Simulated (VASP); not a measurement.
A run of VASP 6.6.1 is set up as follows.

The input INCAR:

```
SYSTEM = BP
PREC     = Accurate       ! precision mode
ENCUT    = 500            ! plane-wave cutoff, eV
EDIFF    = 1E-6           ! SCF threshold, eV
ISMEAR   = 0              ! smearing method
SIGMA    = 0.02           ! smearing width, eV
LREAL    = .FALSE.        ! projectors in reciprocal space
LASPH    = .TRUE.         ! aspherical terms in the spheres
NELM     = 120            ! most SCF steps
ALGO     = Normal         ! electronic algorithm
ISIF     = 2              ! what is computed and relaxed
LWAVE    = .FALSE.        ! write WAVECAR
LCHARG   = .FALSE.        ! write CHGCAR
GGA      = PE             ! functional
NBANDS   = 11             ! bands
GGA_COMPAT= .FALSE.
```

File KPOINTS:

```
Automatic mesh
0
G
  10 10 10
  0 0 0
```

POSCAR

```
BP
1.0
    0.0000000000      2.3187544600      2.3187544600
    2.3187544600      0.0000000000      2.3187544600
    2.3187544600      2.3187544600      0.0000000000
B P
1 1
Direct
    0.0000000000      0.0000000000      0.0000000000
    0.2500000000      0.2500000000      0.2500000000
```

Potentials or basis: VASP PAW PBE potentials, release 64 (B, P).

The run is started by

```sh
$ cat potpaw_PBE.64/B/POTCAR potpaw_PBE.64/P/POTCAR > POTCAR
$ mpirun -np 1 vasp_std > vasp.out
```

Task: What does it give for the pressure?

Result: -8.6 GPa.

Task: What does it give for the band gap on the k mesh?

Result: 1.33 eV, indirect (least direct gap 3.31 eV).

 A k mesh can miss the band edges.
